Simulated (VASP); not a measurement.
# WS2 (R3m) in VASP: further runs

The runs below take WS2 through electric field gradients, with LDA.

All numbers are computed with VASP 6.6.1; they aren't measurements. Logs are shortened: lines on timing, memory, paths and dates and some standing lists are left out, and cuts for length are marked.

### 1 The cell of the first run

The structure is trigonal, space group R3m (No. 160). Conventional cell: a = 3.158 Å, b = 3.158 Å, c = 18.675 Å, α = 90.00°, β = 90.00°, γ = 120.00°. Within 3.2 Å of W (site symmetry 3m) lie 6 S at 2.40 to 2.43 Å and 6 W at 3.16 Å. Within 3.2 Å of S (site symmetry 3m) lie 3 W at 2.40 Å and 7 S at 3.16 Å. Within 3.2 Å of S (site symmetry 3m) lie 3 W at 2.43 Å and 7 S at 3.16 Å.

### 2 Electric field gradients, LDA (zz strain of +1 %)

INCAR

```
SYSTEM = WS2
ALGO = Normal
EDIFF = 1E-8
ENCUT = 520
GGA = CA
ISIF = 2
ISMEAR = -1
LASPH = .True.
LCHARG = .False.
LEFG = .True.
LREAL = .False.
LWAVE = .False.
NBANDS = 20
NELM = 60
PREC = Accurate
SIGMA = 0.08
```

KPOINTS

```
k-points
0
Gamma
  13 13 13
  0 0 0
```

POSCAR

```
WS2
1.0
    1.5790003843      0.9116362969      6.2249633000
   -1.5790003843      0.9116362969      6.2249633000
    0.0000000000     -1.8232725938      6.2249633000
W S
1 2
Direct
    0.0000000000      0.0000000000      0.0000000000
    0.7503000000      0.7503000000      0.7503000000
    0.5810000000      0.5810000000      0.5810000000
```

Potentials or basis: VASP PAW LDA potentials, release 64 (W_sv, S).

Launch:

```console
$ cat potpaw_LDA.64/W_sv/POTCAR potpaw_LDA.64/S/POTCAR > POTCAR
$ mpirun -np 1 vasp_std > vasp.out
```

OUTCAR:

```text
SYSTEM = WS2
   EDIFF = 1E-8
   ENCUT = 520
   GGA = CA
   ISIF = 2
   ISMEAR = -1
   LASPH = .True.
   LREAL = .False.
   NELM = 60
   PREC = Accurate

 ion  position               nearest neighbor table
   1  0.000  0.000  0.000-   2 2.40   2 2.40   2 2.40   3 2.43   3 2.43   3 2.43
   2  0.750  0.750  0.750-   1 2.40   1 2.40   1 2.40
   3  0.581  0.581  0.581-   1 2.43   1 2.43   1 2.43

  LATTYP: Found a trigonal (rhomboedric) cell.
 ALAT       =     6.4864852607
 COS(alpha) =     0.8814843792

  Lattice vectors:

 A1 = (   1.5790003843,   0.9116362969,   6.2249633000)
 A2 = (  -1.5790003843,   0.9116362969,   6.2249633000)
 A3 = (   0.0000000000,  -1.8232725938,   6.2249633000)

Analysis of symmetry for initial positions (statically):
=====================================================================
 Subroutine PRICEL returns:
 Original cell was already a primitive cell.

 Routine SETGRP: Setting up the symmetry group for a
 trigonal (rhombohedral) supercell.

 Subroutine GETGRP returns: Found  6 space group operations
 (whereof  6 operations were pure point group operations)
 out of a pool of 12 trial point group operations.

The static configuration has the point symmetry C_3v.

Analysis of symmetry for dynamics (positions and initial velocities):
=====================================================================
 Subroutine PRICEL returns:
 Original cell was already a primitive cell.

 Routine SETGRP: Setting up the symmetry group for a
 trigonal (rhombohedral) supercell.

 Subroutine GETGRP returns: Found  6 space group operations
 (whereof  6 operations were pure point group operations)
 out of a pool of 12 trial point group operations.

The dynamic configuration has the point symmetry C_3v.

 Subroutine INISYM returns: Found  6 space group operations
 (whereof  6 operations are pure point group operations),
 and found     1 'primitive' translations

[... 126 lines left out ...]
   LRPA    =     F    only Hartree local field effects (RPA)
 non-spin polarized calculation
  energy-cutoff  :      520.00
  volume of cell :       53.76
 maximum number of plane-waves:      1468
   NGX = 25   NGY = 25   NGZ = 25

 number of electron      26.0000002 magnetization

 Free energy of the ion-electron system (eV)
  ---------------------------------------------------
  ext. energy  EPLUGINS =         0.00000000
  ---------------------------------------------------
  free energy    TOTEN  =       -26.22699371 eV

  energy without entropy =      -26.22696280  energy(sigma->0) =      -26.22697826

 E-fermi :   7.5708     XC(G=0): -11.1885

 val. band max:        7.1329047270   @ k =   0.4615   0.4615   0.4615
 cond. band min:       8.1683846303   @ k =  -0.1538   0.1538   0.0000
 fundamental gap:      1.0354799033
 Fermi energy:         7.5708139728

 k-point     1 :       0.0000    0.0000    0.0000
  band No.  band energies     occupation
      1     -66.9832      2.00000
      2     -31.5074      2.00000
      3     -31.3145      2.00000
      4     -31.3145      2.00000
      5      -8.2866      2.00000
      6      -6.3507      2.00000
[... 541 lines left out ...]
     19      14.8835      0.00000
     20      15.4889      0.00000

 [... further k-points ...]

------------------------ aborting loop because EDIFF is reached ----------------------------------------

  FORCE on cell =-STRESS in cart. coord.  units (eV):
  Direction    XX          YY          ZZ          XY          YZ          ZX
  --------------------------------------------------------------------------------------
  -------------------------------------------------------------------------------------
  Total       -1.4981348     -1.4981348     -1.9879543      0.0000000      0.0000000      0.0000000
  in kB      -44.6446652    -44.6446652    -59.2413687      0.0000000      0.0000000      0.0000000
  external PRESSURE =     -49.5102331 kB  Pullay stress =       0.0000000 kB

 VOLUME and BASIS-vectors are now :
 -----------------------------------------------------------------------------
  energy-cutoff  :      520.00
  volume of cell :       53.76
      direct lattice vectors                 reciprocal lattice vectors
     1.579000384  0.911636297  6.224963300     0.316656034  0.182821447  0.053547839
    -1.579000384  0.911636297  6.224963300    -0.316656034  0.182821447  0.053547839
     0.000000000 -1.823272594  6.224963300     0.000000000 -0.365642893  0.053547839

 POSITION                                       TOTAL-FORCE (eV/Angst)
 -----------------------------------------------------------------------------------
      0.00000      0.00000      0.00000         0.000000      0.000000     -0.573277
      0.00000      0.00000     14.01177         0.000000     -0.000000     -0.236551
      0.00000      0.00000     10.85011         0.000000      0.000000      0.809828
 -----------------------------------------------------------------------------------
    total drift:                                0.000000      0.000000      0.000004

  FREE ENERGIE OF THE ION-ELECTRON SYSTEM (eV)
  ---------------------------------------------------
  free  energy   TOTEN  =       -26.2269937052 eV

  energy  without entropy=      -26.2269628049  energy(sigma->0) =      -26.22697826

 Electric field gradients (V/A^2)
---------------------------------------------------------------------
 ion       V_xx      V_yy      V_zz      V_xy      V_xz      V_yz
---------------------------------------------------------------------
   1      75.734    75.734  -151.468     0.000     0.000    -0.000
   2      23.494    23.494   -46.988    -0.000     0.000    -0.000
   3      19.566    19.566   -39.132    -0.000     0.000     0.000
---------------------------------------------------------------------

 Electric field gradients after diagonalization (V/A^2)
 (convention: |V_zz| > |V_xx| > |V_yy|)
----------------------------------------------------------------------
 ion       V_xx      V_yy      V_zz     asymmetry (V_yy - V_xx)/ V_zz
----------------------------------------------------------------------
   1      75.734    75.734  -151.468       0.000
   2      23.494    23.494   -46.988       0.000
   3      19.566    19.566   -39.132       0.000
----------------------------------------------------------------------

           NMR quadrupolar parameters

 Cq : quadrupolar parameter    Cq=e*Q*V_zz/h
 eta: asymmetry parameters     (V_yy - V_xx)/ V_zz
 Q  : nuclear electric quadrupole moment in mb (millibarn)
----------------------------------------------------------------------
 ion       Cq(MHz)       eta       Q (mb)
----------------------------------------------------------------------
   1      -0.366       0.000       1.000
   2      -0.114       0.000       1.000
   3      -0.095       0.000       1.000
----------------------------------------------------------------------
```

OSZICAR:

```text
N       E                     dE             d eps       ncg     rms          rms(c)
DAV:   1     0.194010778894E+03    0.19401E+03   -0.13020E+04  9240   0.129E+03
DAV:   2    -0.174724271103E+02   -0.21148E+03   -0.20473E+03 10840   0.341E+02
DAV:   3    -0.274563675874E+02   -0.99839E+01   -0.98755E+01 11716   0.697E+01
DAV:   4    -0.275961632186E+02   -0.13980E+00   -0.13969E+00 11108   0.891E+00
DAV:   5    -0.275985854002E+02   -0.24222E-02   -0.24221E-02 11592   0.123E+00    0.268E+01
DAV:   6    -0.264463303894E+02    0.11523E+01   -0.61627E+00 10236   0.165E+01    0.107E+01
DAV:   7    -0.262958991153E+02    0.15043E+00   -0.15669E+00  9728   0.706E+00    0.558E+00
DAV:   8    -0.262289511103E+02    0.66948E-01   -0.30289E-01 10660   0.357E+00    0.113E+00
DAV:   9    -0.262274326941E+02    0.15184E-02   -0.13189E-02 11404   0.778E-01    0.474E-01
DAV:  10    -0.262270221135E+02    0.41058E-03   -0.36124E-03 10836   0.423E-01    0.712E-02
DAV:  11    -0.262269964367E+02    0.25677E-04   -0.46633E-04 10496   0.141E-01    0.590E-02
DAV:  12    -0.262269926870E+02    0.37497E-05   -0.40224E-05 10832   0.492E-02    0.170E-02
DAV:  13    -0.262269937327E+02   -0.10457E-05   -0.30210E-06 10680   0.131E-02    0.820E-03
DAV:  14    -0.262269937072E+02    0.25464E-07   -0.83284E-07 11548   0.550E-03    0.230E-03
DAV:  15    -0.262269937052E+02    0.19982E-08   -0.87128E-08 10768   0.219E-03
   1 F= -.26226994E+02 E0= -.26226978E+02  d E =-.309003E-04
```

Wall time 13 min (1 thread of Intel Xeon 8259CL, shared host); peak memory 0.42 GiB.

What came out:

* Free energy: -26.2270 eV
* Pressure: -5.0 GPa
* Largest force: 0.810 eV/Å
* Band gap on the k mesh: 1.04 eV (least direct gap 2.13 eV)
* Largest electric field gradient by atom: W -151.5; S -47.0, -39.1 V/Å²

Forces in eV/Å, atoms in the order of the input:
```
W    0.000  0.000 -0.573
S    0.000  0.000 -0.237
S    0.000  0.000  0.810
```

Stress tensor (GPa, compression positive):
```
-4.46  0.00  0.00
 0.00 -4.46  0.00
 0.00  0.00 -5.92
```

Electric field gradients, principal values (V/Å²):
| atom | least | middle | greatest (by size) |
| --- | --- | --- | --- |
| 1 W | 75.734 | 75.734 | -151.468 |
| 2 S | 23.494 | 23.494 | -46.988 |
| 3 S | 19.566 | 19.566 | -39.132 |

Caveat: the cell differs from its parent crystal (zz strain of +1 %); the cell stands under tension; without QUAD_EFG the Cq values of the log hold for a quadrupole moment of 1 mb, not for the nuclei; spin-orbit coupling is left out, which moves the levels of the heavy elements. A k mesh can miss the band edges.

### 3 Electric field gradients, LDA (zz strain of +3 %)

INCAR

```
  PREC = Accurate
  ENCUT = 520
  EDIFF = 1E-8
  ISMEAR = -1
  SIGMA = 0.08
  LREAL = False
  LASPH = True
  NELM = 60
  ALGO = Normal
  ISIF = 2
  LWAVE = False
  LCHARG = False
  LEFG = True
  NBANDS = 20
```

KPOINTS

```
regular mesh
0
Gamma
  13 13 13
```

POSCAR

```
WS2
1.0
    1.5790003843      0.9116362969      6.3482299000
   -1.5790003843      0.9116362969      6.3482299000
    0.0000000000     -1.8232725938      6.3482299000
W S
1 2
Direct
    0.0000000000      0.0000000000      0.0000000000
    0.7503000000      0.7503000000      0.7503000000
    0.5810000000      0.5810000000      0.5810000000
```

Potentials or basis: VASP PAW LDA potentials, release 64 (W_sv, S).

Launch:

```console
$ cat potpaw_LDA.64/W_sv/POTCAR potpaw_LDA.64/S/POTCAR > POTCAR
$ mpirun -np 1 vasp_std > vasp.out
```

OUTCAR:

```text
PREC = Accurate
   ENCUT = 520
   EDIFF = 1E-8
   ISMEAR = -1
   LREAL = False
   LASPH = True
   NELM = 60
   ISIF = 2

 ion  position               nearest neighbor table
   1  0.000  0.000  0.000-   2 2.42   2 2.42   2 2.42   3 2.45   3 2.45   3 2.45
   2  0.750  0.750  0.750-   1 2.42   1 2.42   1 2.42
   3  0.581  0.581  0.581-   1 2.45   1 2.45   1 2.45

  LATTYP: Found a trigonal (rhomboedric) cell.
 ALAT       =     6.6048728841
 COS(alpha) =     0.8856949180

  Lattice vectors:

 A1 = (   1.5790003843,   0.9116362969,   6.3482299000)
 A2 = (  -1.5790003843,   0.9116362969,   6.3482299000)
 A3 = (   0.0000000000,  -1.8232725938,   6.3482299000)

Analysis of symmetry for initial positions (statically):
=====================================================================
 Subroutine PRICEL returns:
 Original cell was already a primitive cell.

 Routine SETGRP: Setting up the symmetry group for a
 trigonal (rhombohedral) supercell.
[... 747 lines left out ...]
     0.000000000 -1.823272594  6.348229900     0.000000000 -0.365642893  0.052508075

 POSITION                                       TOTAL-FORCE (eV/Angst)
 -----------------------------------------------------------------------------------
      0.00000      0.00000      0.00000         0.000000      0.000000     -0.544338
      0.00000      0.00000     14.28923         0.000000      0.000000     -0.810775
      0.00000      0.00000     11.06496         0.000000     -0.000000      1.355114
 -----------------------------------------------------------------------------------
    total drift:                                0.000000      0.000000      0.000130

  FREE ENERGIE OF THE ION-ELECTRON SYSTEM (eV)
  ---------------------------------------------------
  free  energy   TOTEN  =       -26.1694159049 eV

  energy  without entropy=      -26.1693927548  energy(sigma->0) =      -26.16940433

 Electric field gradients (V/A^2)
---------------------------------------------------------------------
 ion       V_xx      V_yy      V_zz      V_xy      V_xz      V_yz
---------------------------------------------------------------------
   1      68.361    68.361  -136.721     0.000    -0.000    -0.000
   2      20.541    20.541   -41.082     0.000     0.000    -0.000
   3      16.532    16.532   -33.064     0.000     0.000     0.000
---------------------------------------------------------------------

 Electric field gradients after diagonalization (V/A^2)
 (convention: |V_zz| > |V_xx| > |V_yy|)
----------------------------------------------------------------------
 ion       V_xx      V_yy      V_zz     asymmetry (V_yy - V_xx)/ V_zz
----------------------------------------------------------------------
   1      68.361    68.361  -136.721       0.000
   2      20.541    20.541   -41.082       0.000
   3      16.532    16.532   -33.064       0.000
----------------------------------------------------------------------

           NMR quadrupolar parameters

 Cq : quadrupolar parameter    Cq=e*Q*V_zz/h
 eta: asymmetry parameters     (V_yy - V_xx)/ V_zz
 Q  : nuclear electric quadrupole moment in mb (millibarn)
----------------------------------------------------------------------
 ion       Cq(MHz)       eta       Q (mb)
----------------------------------------------------------------------
   1      -0.331       0.000       1.000
   2      -0.099       0.000       1.000
   3      -0.080       0.000       1.000
----------------------------------------------------------------------
```

stdout:

```text
POSCAR found type information on POSCAR W S
 POSCAR found :  2 types and       3 ions
 scaLAPACK will be used
 LDA part: xc-table for (Slater(with rela. corr.)+CA(PZ))
 , standard interpolation
 POSCAR, INCAR and KPOINTS ok, starting setup
 FFT: planning ... GRIDC
 FFT: planning ... GRID_SOFT
 FFT: planning ... GRID
 WAVECAR not read
 entering main loop
ion   1

ion   2

ion   3
```

It took 20 min on 1 thread of Intel Xeon 8259CL, shared host; peak memory 0.44 GiB.

Results:

```yaml
Free_energy: -26.1694 eV
Pressure: -8.0 GPa
Largest_force: 1.355 eV/Å
Band_gap_on_the_k_mesh: 1.10 eV (least direct gap 2.18 eV)
Largest_electric_field_gradient_by_atom: W -136.7; S -41.1, -33.1 V/Å²
```

Forces on the atoms (eV/Å):
```
W    0.000  0.000 -0.544
S    0.000  0.000 -0.811
S    0.000  0.000  1.355
```

Stress tensor (GPa, compression positive):
```
 -6.31   0.00   0.00
  0.00  -6.31   0.00
  0.00   0.00 -11.48
```

Electric field gradients, principal values (V/Å²):
| atom | least | middle | greatest (by size) |
| --- | --- | --- | --- |
| 1 W | 68.361 | 68.361 | -136.721 |
| 2 S | 20.541 | 20.541 | -41.082 |
| 3 S | 16.532 | 16.532 | -33.064 |

Caveat: the cell differs from its parent crystal (zz strain of +3 %); the stress differs along the axes, from -11 to -6 GPa; without QUAD_EFG the Cq values of the log hold for a quadrupole moment of 1 mb, not for the nuclei; spin-orbit coupling is left out, which moves the levels of the heavy elements; forces of over 1 eV/Å act on the atoms, so gaps and moduli don't describe the material at rest.
